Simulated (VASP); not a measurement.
A run of VASP 6.6.1 is set up as follows.

The input INCAR:

```
PREC = Accurate ; ENCUT = 520
EDIFF = 1E-6 ; ISMEAR = 0
SIGMA = 0.05 ; LREAL = F
LASPH = T ; NELM = 150
ALGO = Normal ; ISIF = 2
LWAVE = F ; LCHARG = F
ISPIN = 2 ; MAGMOM = 0.8
LORBIT = 11 ; LMAXMIX = 4
NBANDS = 15
```

The input KPOINTS:

```
Automatic mesh
0
Gamma
  16 16 16
```

POSCAR

```
Ni
1.0
    0.0000000000      1.7600025826      1.7600025826
    1.7600025826      0.0000000000      1.7600025826
    1.7600025826      1.7600025826      0.0000000000
Ni
1
Direct
    0.0000000000      0.0000000000      0.0000000000
```

Potentials or basis: VASP PAW LDA potentials, release 64 (Ni).

Launch:

```bash
$ cat potpaw_LDA.64/Ni/POTCAR > POTCAR
$ mpirun -np 1 vasp_std > vasp.out
```

Q: Predict the pressure.

A: -17.6 GPa.

Q: Predict the net moment.

A: 0.58 μB per cell.

Q: What does it give for the site moments?

A: Ni +0.58 μB.
